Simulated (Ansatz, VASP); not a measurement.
# Two plane-wave programs on Ga2Cl

INCAR

```
SYSTEM = Ga2Cl
  ALGO = Normal
  EDIFF = 1E-6
  EDIFFG = -0.04
  ENCUT = 600
  GGA = PE
  IBRION = 2
  ISIF = 3
  ISMEAR = 0
  LASPH = .TRUE.
  LCHARG = .FALSE.
  LREAL = .FALSE.
  LWAVE = .FALSE.
  NELM = 60
  NSW = 90
  PREC = Accurate
  SIGMA = 0.1
```

Contents of KPOINTS:

```
k-points
0
G
  6 6 6
  0 0 0
```

POSCAR

```
Ga2Cl
1.0
    0.0000000000      3.1030917648      3.1030917648
    3.1030917648      0.0000000000      3.1030917648
    3.1030917648      3.1030917648      0.0000000000
Ga Cl
2 1
Direct
    0.2500000000      0.2500000000      0.2500000000
    0.7500000000      0.7500000000      0.7500000000
    0.0000000000      0.0000000000      0.0000000000
```

Input for Ansatz:

```yaml
crystal:
  lattice:
    - [0.0, 3.1030917648, 3.1030917648]
    - [3.1030917648, 0.0, 3.1030917648]
    - [3.1030917648, 3.1030917648, 0.0]
  atoms:
    - { symbol: Ga, position: [0.25, 0.25, 0.25] }
    - { symbol: Ga, position: [0.75, 0.75, 0.75] }
    - { symbol: Cl, position: [0.0, 0.0, 0.0] }
basis:
  ecutwfc: 420
kpoints:
  mp_grid: { grid: [6, 6, 6] }
hamiltonian:
  xc: pbe
scf:
  occupations: { method: gaussian, width: 0.1 }
  lower_state_search: "off"
output:
  forces: true
  stress: true
  eigenvalues: true
relax:
  adjacent_minimum: "off"
  f_tol: 0.04
  max_steps: 70
  cell: { stress_tol: 0.4 }
```

Alike in both runs: task relaxation of cell and atoms; functional PBE; k mesh 6 × 6 × 6; occupations gaussian, width 0.1 eV; no spin polarisation.

|  | VASP | Ansatz |
| --- | --- | --- |
| version | VASP 6.6.1 | Ansatz 0.2.0 |
| potentials or method | VASP PAW PBE potentials, release 64 (Ga_d, Cl), cutoff 600 eV | scalar-relativistic, plane waves, PAW |
| valence electrons in the cell | 33 | 33 |

VASP gave:

```
gap on the k mesh at the Fermi level, each at its own relaxed structure (eV) : none
relaxed volume (Å³/atom)                                                     : 29.55
relaxed length of the cell vector where the two differ most in proportion (Å)              : 5.005
```

**Question.** What did Ansatz give for the same quantities?

**Answer.** gap on the k mesh at the Fermi level, each at its own relaxed structure (eV): none; relaxed volume (Å³/atom): 29.14; relaxed length of the cell vector where the two differ most in proportion (Å): 4.982.

A gap of «none» marks a metal or a gap that the smearing closes.

Noted on VASP's run: the volume moved by over 15 % at a fixed basis, so the end points are rough.
